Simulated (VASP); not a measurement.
Ga:

```
CELL_PARAMETERS angstrom
0.00000 2.97961 2.97961
2.97961 0.00000 2.97961
2.97961 2.97961 0.00000
ATOMIC_POSITIONS crystal
Ga 0.12500 0.12500 0.12500
Ga 0.87500 0.87500 0.87500
```

| Property | Result |
| --- | --- |
| Program | VASP 6.6.1 |
| Task | relaxation of cell and atoms |
| Functional | LDA |
| Potentials or basis | VASP PAW LDA potentials, release 64 (Ga_d) |
| Cutoff | 600 eV |
| k mesh | 9 × 9 × 9 |
| Occupations | fermi-dirac, width 0.1 eV |
| Spin | no spin polarisation |

At the start: pressure -4.8 GPa; volume 26.45 Å³/atom.

Question: How do energy, volume and symmetry change on relaxing?

Answer: Over 4 steps the energy falls by 60.6 meV/atom and the volume is 22.95 Å³/atom (-13.2 %); space group Fd-3m (No. 227, to 0.05 Å).

The path:
```csv
step,energy change (eV),largest force (eV/Å),pressure (GPa),volume (Å³)
1,0.0000,0.0000,-4.82,52.91
2,-0.1171,0.0000,-1.21,47.04
3,-0.1212,0.0000,0.08,45.77
4,-0.1212,0.0000,-0.03,45.90
```

Final structure:
```
CELL_PARAMETERS angstrom
0.00000 2.84186 2.84186
2.84186 0.00000 2.84186
2.84186 2.84186 0.00000
ATOMIC_POSITIONS crystal
Ga 0.12500 0.12500 0.12500
Ga 0.87500 0.87500 0.87500
```
